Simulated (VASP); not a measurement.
Input of a VASP 6.6.1 run:

The input INCAR:

```
ALGO = Normal
EDIFF = 1E-6
ENCUT = 520
GGA = PS
GGA_COMPAT = F
ISIF = 2
ISMEAR = 0
LASPH = T
LCHARG = F
LMAXMIX = 4
LORBIT = 11
LORBMOM = T
LREAL = F
LSORBIT = T
LWAVE = F
MAGMOM = 0 0 0 0 0 0 0 0 0
NBANDS = 41
NELM = 150
PREC = Accurate
SIGMA = 0.05
```

KPOINTS

```
k-points
0
Gamma
  4 4 4
```

The input POSCAR:

```
K2Pt
1.0
    0.0000000000      3.8434654995      3.8434654995
    3.8434654995      0.0000000000      3.8434654995
    3.8434654995      3.8434654995      0.0000000000
K Pt
2 1
Direct
    0.7500000000      0.7500000000      0.7500000000
    0.2500000000      0.2500000000      0.2500000000
    0.0000000000      0.0000000000      0.0000000000
```

Potentials or basis: VASP PAW PBE potentials, release 64 (K_sv, Pt).

Launch:

```console
$ cat potpaw_PBE.64/K_sv/POTCAR potpaw_PBE.64/Pt/POTCAR > POTCAR
$ mpirun -np 1 vasp_ncl > vasp.out
```

Problem. What does it give for the pressure?

Solution. -1.1 GPa.

Problem. Predict the net moment.

Solution. 0.00 μB per cell.

Moments on the atoms (μB; x, y, z):
```
K   0.00 0.00 0.00
K   0.00 0.00 0.00
Pt  0.00 0.00 0.00
```

Caveat: the PAW data sets were made with another functional, which shifts forces and pressure a little.
